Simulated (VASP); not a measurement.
# ZnS (P6_3/mmc) in VASP: notebook

Runs on ZnS. Level: PBE. Tasks: single point.

Program: VASP 6.6.1. These are calculated values, not measurements. Logs are shortened: lines on timing, memory, paths and dates and some standing lists are left out, and cuts for length are marked.

**1. The cell of the first run**

It takes space group P6_3/mmc (No. 194, hexagonal). Conventional cell: a = 3.550 Å, b = 3.550 Å, c = 5.793 Å, α = 90.00°, β = 90.00°, γ = 120.00°. Within 3.3 Å of Zn (site symmetry -3m) lie 6 S at 2.51 Å and 2 Zn at 2.90 Å. Within 3.3 Å of S (site symmetry -6m2) lie 6 Zn at 2.51 Å.

**2. Single point, PBE (volume changed by -6%)**

Input file INCAR:

```
  ALGO = Normal
  EDIFF = 1E-7
  ENCUT = 520
  GGA = PE
  ISIF = 2
  ISMEAR = 0
  LASPH = T
  LCHARG = F
  LREAL = F
  LWAVE = F
  NBANDS = 26
  NELM = 80
  PREC = Accurate
  SIGMA = 0.01
```

Input file KPOINTS:

```
k-points
0
Gamma
  6 6 4
```

Input file POSCAR:

```
ZnS
1.0
    3.5501801161      0.0000000000      0.0000000000
   -1.7750900580      3.0745461685      0.0000000000
    0.0000000000      0.0000000000      5.7932573052
Zn S
2 2
Direct
    0.0000000000      0.0000000000      0.0000000000
    0.0000000000      0.0000000000      0.5000000000
    0.3333333333      0.6666666667      0.2500000000
    0.6666666667      0.3333333333      0.7500000000
```

Potentials or basis: VASP PAW PBE potentials, release 64 (Zn, S).

Command:

```sh
$ cat potpaw_PBE.64/Zn/POTCAR potpaw_PBE.64/S/POTCAR > POTCAR
$ mpirun -np 1 vasp_std > vasp.out
```

OUTCAR:

```text
EDIFF = 1E-7
   ENCUT = 520
   GGA = PE
   ISIF = 2
   ISMEAR = 0
   LASPH = T
   LREAL = F
   NELM = 80
   PREC = Accurate

 ion  position               nearest neighbor table
   1  0.000  0.000  0.000-   3 2.51   4 2.51   3 2.51   4 2.51   4 2.51   3 2.51   2 2.90   2 2.90

   2  0.000  0.000  0.500-   3 2.51   4 2.51   3 2.51   4 2.51   4 2.51   3 2.51   1 2.90   1 2.90

   3  0.333  0.667  0.250-   1 2.51   2 2.51   1 2.51   2 2.51   1 2.51   2 2.51
   4  0.667  0.333  0.750-   1 2.51   2 2.51   1 2.51   2 2.51   1 2.51   2 2.51

  LATTYP: Found a hexagonal cell.
 ALAT       =     3.5501801161
 C/A-ratio  =     1.6318206727

  Lattice vectors:

 A1 = (   3.5501801161,   0.0000000000,   0.0000000000)
 A2 = (  -1.7750900580,   3.0745461685,   0.0000000000)
 A3 = (   0.0000000000,   0.0000000000,   5.7932573052)

Analysis of symmetry for initial positions (statically):
=====================================================================
 Subroutine PRICEL returns:
 Original cell was already a primitive cell.

 Routine SETGRP: Setting up the symmetry group for a
 hexagonal supercell.

 Subroutine GETGRP returns: Found 24 space group operations
 (whereof 12 operations were pure point group operations)
 out of a pool of 24 trial point group operations.

The static configuration has the point symmetry D_3d.
 The point group associated with its full space group is D_6h.

Analysis of symmetry for dynamics (positions and initial velocities):
=====================================================================
 Subroutine PRICEL returns:
 Original cell was already a primitive cell.

 Routine SETGRP: Setting up the symmetry group for a
 hexagonal supercell.

 Subroutine GETGRP returns: Found 24 space group operations
 (whereof 12 operations were pure point group operations)
 out of a pool of 24 trial point group operations.

The dynamic configuration has the point symmetry D_3d.
 The point group associated with its full space group is D_6h.

 Subroutine INISYM returns: Found 24 space group operations
 (whereof 12 operations are pure point group operations),
 and found     1 'primitive' translations

----------------------------------------------------------------------------------------

                                     Primitive cell

  volume of cell :      63.2345

  direct lattice vectors                    reciprocal lattice vectors
     3.550180116  0.000000000  0.000000000     0.281675849  0.162625628  0.000000000
    -1.775090058  3.074546168  0.000000000     0.000000000  0.325251255  0.000000000
     0.000000000  0.000000000  5.793257305     0.000000000  0.000000000  0.172614463

  length of vectors
     3.550180116  3.550180116  5.793257305     0.325251255  0.325251255  0.172614463

  position of ions in fractional coordinates (direct lattice)
     0.000000000  0.000000000  0.000000000
     0.000000000  0.000000000  0.500000000
     0.333333333  0.666666667  0.250000000
     0.666666667  0.333333333  0.750000000

  ion indices of the primitive-cell ions
   primitive index   ion index
                 1           1
                 2           2
                 3           3
                 4           4

----------------------------------------------------------------------------------------

 KPOINTS: k-points

Automatic generation of k-mesh.
 Grid dimensions read from file:
 generate k-points for:    6    6    4

 Generating k-lattice:

  Cartesian coordinates                     Fractional coordinates (reciprocal lattice)
     0.046945975  0.027104271  0.000000000     0.166666667  0.000000000  0.000000000
     0.000000000  0.054208543  0.000000000     0.000000000  0.166666667  0.000000000
     0.000000000  0.000000000  0.043153616     0.000000000  0.000000000  0.250000000

  Length of vectors
     0.054208543  0.054208543  0.043153616

  Shift w.r.t. Gamma in fractional coordinates (k-lattice)
     0.000000000  0.000000000  0.000000000

 Subroutine IBZKPT returns following result:
 ===========================================

 Found     21 irreducible k-points:

 Following reciprocal coordinates:
            Coordinates               Weight
  0.000000  0.000000  0.000000      1.000000
  0.166667  0.000000  0.000000      6.000000
  0.333333  0.000000  0.000000      6.000000
  0.500000  0.000000  0.000000      3.000000
  0.166667  0.166667  0.000000      6.000000
  0.333333  0.166667  0.000000     12.000000
[... 13 lines left out ...]
  0.333333  0.166667  0.500000     12.000000
  0.333333  0.333333  0.500000      2.000000
   k-points           NKPTS =     21   k-points in BZ     NKDIM =     21   number of bands    NBANDS=     26
   number of dos      NEDOS =    301   number of ions     NIONS =      4
   total plane-waves  NPLWV =  37632
   dimension x,y,z NGX =    28 NGY =   28 NGZ =   48
   dimension x,y,z NGXF=    56 NGYF=   56 NGZF=   96
   ions per type =               2   2
   NGX,Y,Z   is equivalent  to a cutoff of  13.11, 13.11, 13.77 a.u.
   NGXF,Y,Z  is equivalent  to a cutoff of  26.22, 26.22, 27.55 a.u.
 SYSTEM =  unknown system
   PREC   = accura    normal or accurate (medium, high low for compatibility)
   ISTART =      0    job   : 0-new  1-cont  2-samecut
   ICHARG =      2    charge: 1-file 2-atom 10-const
   ISPIN  =      1    spin polarized calculation?
   LNONCOLLINEAR =      F non collinear calculations
   LSORBIT =      F    spin-orbit coupling
   LASPH  =      T    aspherical Exc in radial PAW
   ENCUT  =  520.0 eV  38.22 Ry    6.18 a.u.   6.60  6.60 10.77*2*pi/ulx,y,z
   NELM   =     80;   NELMIN=  2; NELMDL= -5     # of ELM steps
   EDIFF  = 0.1E-06   stopping-criterion for ELM
   LREAL  =      F    real-space projection
   EDIFFG = 0.1E-05   stopping-criterion for IOM
   NSW    =      0    number of steps for IOM
   IBRION =     -1    ionic relax: 0-MD 1-quasi-New 2-CG
   NFREE  =      0    steps in history (QN), initial steepest desc. (CG)
   ISIF   =      2    stress and relaxation
   ISYM   =      2    0-nonsym 1-usesym 2-fastsym
   POTIM  = 0.5000    time-step for ionic-motion
   TEBEG  =    0.0;   TEEND  =   0.0 temperature during run
   PSTRESS=    0.0 pullay stress
   NELECT =      36.0000    total number of electrons
   NUPDOWN=      -1.0000    fix difference up-down
   EMIN   =  10.00;   EMAX   =-10.00  energy-range for DOS
   EFERMI =   0.00;   METHOD = LEGACY
   ISMEAR =     0;   SIGMA  =   0.01  broadening in eV -4-tet -1-fermi 0-gaus
   EFERMI_NEDOS =   21; number of points for ismear=-14 and -15
   IALGO  =     38    algorithm
   IMIX   =      4    mixing-type and parameters
     AMIX     =   0.40;   BMIX     =  1.00
     AMIX_MAG =   1.60;   BMIX_MAG =  1.00
  volume/ion in A,a.u.               =      15.81       106.68
  Fermi-wavevector in a.u.,A,eV,Ry     =   1.356826  2.564030 25.048021  1.840978
  Thomas-Fermi vector in A             =   2.483797
   LORBIT       =      0    0 simple, 1 ext, 2 COOP (PROOUT), +10 PAW based schemes
   GGA     = PE    functional components
   LHFCALC =     F    Hartree Fock is set to
   AEXX    =    0.0000 exact exchange contribution
   IVDW    =     0    specifies the selected vdW correction
   LEPSILON=     F    determine dielectric tensor
   LRPA    =     F    only Hartree local field effects (RPA)
 non-spin polarized calculation
 Gauss-broadening in eV      SIGMA  =   0.01
  energy-cutoff  :      520.00
  volume of cell :       63.23
 maximum number of plane-waves:      1737
 NGX is ok and might be reduce to    28
   NGX = 13   NGY = 13   NGZ = 21

 number of electron      36.0000009 magnetization

 Free energy of the ion-electron system (eV)
  ---------------------------------------------------
  ext. energy  EPLUGINS =         0.00000000
  ---------------------------------------------------
  free energy    TOTEN  =       -12.26087567 eV

  energy without entropy =      -12.26087567  energy(sigma->0) =      -12.26087567

 E-fermi :   4.4812     XC(G=0): -11.0068

 val. band max:        4.3558209207   @ k =   0.1667   0.0000   0.0000
 cond. band min:       4.7237660829   @ k =   0.3333   0.3333   0.0000
 fundamental gap:      0.3679451622
 Fermi energy:         4.4812192503

 k-point     1 :       0.0000    0.0000    0.0000
  band No.  band energies     occupation
      1      -9.8534      2.00000
      2      -8.0379      2.00000
      3      -3.0793      2.00000
      4      -2.4933      2.00000
      5      -2.4933      2.00000
      6      -2.3904      2.00000
[... 18 lines left out ...]
     25      13.3129      0.00000
     26      13.3129      0.00000

 k-point     2 :       0.1667    0.0000    0.0000
  band No.  band energies     occupation
      1      -9.5499      2.00000
      2      -7.9329      2.00000
      3      -2.7743      2.00000
      4      -2.4795      2.00000
      5      -2.4057      2.00000
      6      -2.3723      2.00000
[... 18 lines left out ...]
     25      12.3283      0.00000
     26      13.3869      0.00000

 k-point     3 :       0.3333    0.0000    0.0000
  band No.  band energies     occupation
      1      -8.7585      2.00000
      2      -7.7596      2.00000
      3      -2.6606      2.00000
      4      -2.4964      2.00000
      5      -2.4304      2.00000
      6      -2.2920      2.00000
[... 18 lines left out ...]
     25      13.1658      0.00000
     26      14.5727      0.00000

 k-point     4 :       0.5000    0.0000    0.0000
  band No.  band energies     occupation
      1      -8.0300      2.00000
      2      -7.8829      2.00000
      3      -3.1819      2.00000
      4      -2.5211      2.00000
      5      -2.4778      2.00000
      6      -2.3153      2.00000
[... 18 lines left out ...]
     25      13.5864      0.00000
     26      16.6534      0.00000
[... 409 lines left out ...]
      1      -8.4558      2.00000
      2      -8.4558      2.00000
      3      -2.5195      2.00000
      4      -2.5195      2.00000
      5      -2.2984      2.00000
      6      -2.2984      2.00000
[... 18 lines left out ...]
     25      13.3995      0.00000
     26      13.3995      0.00000

 k-point    20 :       0.3333    0.1667    0.5000
  band No.  band energies     occupation
      1      -7.9494      2.00000
      2      -7.9494      2.00000
      3      -2.5235      2.00000
      4      -2.5235      2.00000
      5      -2.3396      2.00000
      6      -2.3396      2.00000
[... 18 lines left out ...]
     25      14.5124      0.00000
     26      14.5124      0.00000

 k-point    21 :       0.3333    0.3333    0.5000
  band No.  band energies     occupation
      1      -7.7683      2.00000
      2      -7.7683      2.00000
      3      -2.4719      2.00000
      4      -2.4719      2.00000
      5      -2.2295      2.00000
      6      -2.2295      2.00000
[... 18 lines left out ...]
     25      14.1768      0.00000
     26      14.1768      0.00000

------------------------ aborting loop because EDIFF is reached ----------------------------------------

  FORCE on cell =-STRESS in cart. coord.  units (eV):
  Direction    XX          YY          ZZ          XY          YZ          ZX
  --------------------------------------------------------------------------------------
  -------------------------------------------------------------------------------------
  Total        2.4822687      2.4822687      2.5887842      0.0000000      0.0000000      0.0000000
  in kB       62.8934114     62.8934114     65.5922022      0.0000000      0.0000000      0.0000000
  external PRESSURE =      63.7930084 kB  Pullay stress =       0.0000000 kB

 VOLUME and BASIS-vectors are now :
 -----------------------------------------------------------------------------
  energy-cutoff  :      520.00
  volume of cell :       63.23
      direct lattice vectors                 reciprocal lattice vectors
     3.550180116  0.000000000  0.000000000     0.281675849  0.162625628  0.000000000
    -1.775090058  3.074546168  0.000000000     0.000000000  0.325251255  0.000000000
     0.000000000  0.000000000  5.793257305     0.000000000  0.000000000  0.172614463

 POSITION                                       TOTAL-FORCE (eV/Angst)
 -----------------------------------------------------------------------------------
      0.00000      0.00000      0.00000        -0.000000      0.000000      0.000000
      0.00000      0.00000      2.89663        -0.000000      0.000000      0.000000
     -0.00000      2.04970      1.44831        -0.000000      0.000000      0.000000
      1.77509      1.02485      4.34494         0.000000     -0.000000     -0.000000
 -----------------------------------------------------------------------------------
    total drift:                               -0.000000     -0.000000      0.000000

  FREE ENERGIE OF THE ION-ELECTRON SYSTEM (eV)
  ---------------------------------------------------
  free  energy   TOTEN  =       -12.2608756716 eV

  energy  without entropy=      -12.2608756716  energy(sigma->0) =      -12.26087567
```

Wall time 58 s (1 thread of Intel Xeon 8259CL, shared host); peak memory 0.19 GiB.

What came out:

```yaml
Free_energy: -12.2609 eV
Pressure: 6.4 GPa
Band_gap_on_the_k_mesh: 0.37 eV, indirect (least direct gap 1.95 eV)
```

Stress tensor (GPa, compression positive):
```
6.29 0.00 0.00
0.00 6.29 0.00
0.00 0.00 6.56
```

Caveat: the cell differs from its parent crystal (volume changed by -6%).

**3. Single point, PBE (volume changed by -3%)**

Input file INCAR:

```
SYSTEM = ZnS
ALGO = Normal ; EDIFF = 1E-7
ENCUT = 520 ; GGA = PE
ISIF = 2 ; ISMEAR = 0
LASPH = .TRUE. ; LCHARG = .FALSE.
LREAL = .FALSE. ; LWAVE = .FALSE.
NBANDS = 26 ; NELM = 60
PREC = Accurate ; SIGMA = 0.01
```

Input file KPOINTS:

```
k-points
0
G
  6 6 4
  0 0 0
```

Input file POSCAR:

```
ZnS
1.0
    3.5875531795      0.0000000000      0.0000000000
   -1.7937765898      3.1069121909      0.0000000000
    0.0000000000      0.0000000000      5.8542434427
Zn S
2 2
Direct
    0.0000000000      0.0000000000      0.0000000000
    0.0000000000      0.0000000000      0.5000000000
    0.3333333333      0.6666666667      0.2500000000
    0.6666666667      0.3333333333      0.7500000000
```

Potentials or basis: VASP PAW PBE potentials, release 64 (Zn, S).

Command:

```sh
$ cat potpaw_PBE.64/Zn/POTCAR potpaw_PBE.64/S/POTCAR > POTCAR
$ mpirun -np 1 vasp_std > vasp.out
```

It took 61 s on 1 thread of Intel Xeon 8259CL, shared host; peak memory 0.19 GiB.

The run converged. Its results:

```
Free energy            : -12.3199 eV
Pressure               : 3.0 GPa
Band gap on the k mesh : 0.39 eV, indirect (least direct gap 1.72 eV)
```

Levels at points of the mesh, in eV from the valence-band top:
| k point | band 16 | band 17 | band 18 | band 19 | band 20 | band 21 |
| --- | --- | --- | --- | --- | --- | --- |
| (0.00, 0.00, 0.00) | -0.58 | -0.11 | -0.11 | 1.61 | 3.64 | 6.62 |
| (0.50, 0.00, 0.00) | -2.59 | -2.05 | -0.10 | 2.58 | 3.44 | 4.06 |
| (0.00, 0.00, 0.50) | -0.37 | -0.37 | -0.37 | 3.70 | 3.70 | 6.80 |
| (0.50, 0.00, 0.50) | -1.54 | -1.51 | -1.51 | 2.11 | 2.11 | 5.51 |

Caveat: the cell differs from its parent crystal (volume changed by -3%). A k mesh can miss the band edges.

**4. Single point, PBE**

This run uses another cell than the first one, of 16.82 Å³/atom, 1.064 times its volume.

Input file INCAR:

```
SYSTEM = ZnS
ALGO = Normal
EDIFF = 1E-6
ENCUT = 520
GGA = PE
ISIF = 2
ISMEAR = 0
LASPH = .TRUE.
LCHARG = .FALSE.
LREAL = .FALSE.
LWAVE = .FALSE.
NBANDS = 26
NELM = 60
PREC = Accurate
SIGMA = 0.01
```

KPOINTS is that of step 3.

Input file POSCAR:

```
ZnS
1.0
    3.6241633936      0.0000000000      0.0000000000
   -1.8120816968      3.1386175663      0.0000000000
    0.0000000000      0.0000000000      5.9139847468
Zn S
2 2
Direct
    0.0000000000      0.0000000000      0.0000000000
    0.0000000000      0.0000000000      0.5000000000
    0.3333333333      0.6666666667      0.2500000000
    0.6666666667      0.3333333333      0.7500000000
```

Command:

```sh
$ cat potpaw_PBE.64/Zn/POTCAR potpaw_PBE.64/S/POTCAR > POTCAR
$ mpirun -np 1 vasp_std > vasp.out
```

It took 48 s on 1 thread of Intel Xeon 8259CL, shared host; peak memory 0.19 GiB.

It converged, with:

| Property | Result |
| --- | --- |
| Free energy | -12.3399 eV |
| Pressure | 0.2 GPa |
| Band gap on the k mesh | 0.40 eV, indirect (least direct gap 1.51 eV) |

Stress tensor (GPa, compression positive):
```
0.25 0.00 0.00
0.00 0.25 0.00
0.00 0.00 0.15
```

Levels at points of the mesh, in eV from the valence-band top:
```
           k point  band 16  band 17  band 18  band 19  band 20  band 21
(0.00, 0.00, 0.00)    -0.54    -0.11    -0.11     1.40     3.62     6.63
(0.50, 0.00, 0.00)    -2.46    -1.98    -0.10     2.51     3.43     4.06
(0.00, 0.00, 0.50)    -0.35    -0.35    -0.35     3.56     3.56     6.81
(0.50, 0.00, 0.50)    -1.49    -1.44    -1.44     2.09     2.09     5.57
```

A k mesh can miss the band edges.

**5. Single point, PBE (volume changed by +3%)**

Input file INCAR:

```
SYSTEM = ZnS
ALGO     = Normal         ! electronic algorithm
EDIFF    = 1E-6           ! SCF threshold, eV
ENCUT    = 520            ! plane-wave cutoff, eV
GGA      = PE             ! functional
ISIF     = 2              ! what is computed and relaxed
ISMEAR   = 0              ! smearing method
LASPH    = .True.         ! aspherical terms in the spheres
LCHARG   = .False.        ! write CHGCAR
LREAL    = .False.        ! projectors in reciprocal space
LWAVE    = .False.        ! write WAVECAR
NBANDS   = 26             ! bands
NELM     = 80             ! most SCF steps
PREC     = Accurate       ! precision mode
SIGMA    = 0.01           ! smearing width, eV
```

Input file KPOINTS:

```
k-points
0
Gamma
  6 6 4
  0 0 0
```

Input file POSCAR:

```
ZnS
1.0
    3.6600485333      0.0000000000      0.0000000000
   -1.8300242666      3.1696950089      0.0000000000
    0.0000000000      0.0000000000      5.9725428596
Zn S
2 2
Direct
    0.0000000000      0.0000000000      0.0000000000
    0.0000000000      0.0000000000      0.5000000000
    0.3333333333      0.6666666667      0.2500000000
    0.6666666667      0.3333333333      0.7500000000
```

Command:

```sh
$ cat potpaw_PBE.64/Zn/POTCAR potpaw_PBE.64/S/POTCAR > POTCAR
$ mpirun -np 1 vasp_std > vasp.out
```

Wall time 53 s (1 thread of Intel Xeon 8259CL, shared host); peak memory 0.19 GiB.

Results (log left out):

| Quantity | Value |
| --- | --- |
| Free energy | -12.3269 eV |
| Pressure | -2.2 GPa |
| Band gap on the k mesh | 0.40 eV, indirect (least direct gap 1.32 eV) |

Stress tensor (GPa, compression positive):
```
-2.10  0.00  0.00
 0.00 -2.10  0.00
 0.00  0.00 -2.34
```

Levels at points of the mesh, in eV from the valence-band top:
| k point | band 14 | band 15 | band 16 | band 17 | band 18 | band 19 | band 20 | band 21 | band 22 | band 23 |
| --- | --- | --- | --- | --- | --- | --- | --- | --- | --- | --- |
| (0.00, 0.00, 0.00) | -0.63 | -0.63 | -0.51 | -0.11 | -0.11 | 1.21 | 3.61 | 6.64 | 6.64 | 7.81 |
| (0.50, 0.00, 0.00) | -4.23 | -3.46 | -2.34 | -1.92 | -0.10 | 2.43 | 3.42 | 4.06 | 5.65 | 7.66 |
| (0.00, 0.00, 0.50) | -3.62 | -0.33 | -0.33 | -0.33 | -0.33 | 3.43 | 3.43 | 6.82 | 6.82 | 6.82 |
| (0.50, 0.00, 0.50) | -5.19 | -1.44 | -1.44 | -1.37 | -1.37 | 2.06 | 2.06 | 5.61 | 5.61 | 8.22 |

Caveat: the cell differs from its parent crystal (volume changed by +3%). A k mesh can miss the band edges.

**6. Overview**

| cell | gap on the mesh (eV) | pressure (GPa) |
| --- | --- | --- |
| a = 3.550, b = 3.550, c = 5.793 Å, angles 90.0, 90.0, 120.0°, 4 atoms | 0.37 | 6.4 |
| a = 3.588, b = 3.588, c = 5.854 Å, angles 90.0, 90.0, 120.0°, 4 atoms | 0.39 | 3.0 |
| a = 3.624, b = 3.624, c = 5.914 Å, angles 90.0, 90.0, 120.0°, 4 atoms | 0.40 | 0.2 |
| a = 3.660, b = 3.660, c = 5.973 Å, angles 90.0, 90.0, 120.0°, 4 atoms | 0.40 | -2.2 |

Alike in all rows: task single point; level PBE; potentials or basis VASP PAW PBE potentials, release 64 (Zn, S); no spin polarisation; k mesh 6 × 6 × 4; cutoff (eV) 520; smearing gaussian 0.01 eV.

Absolute energies hang on the potentials; compare differences alone.
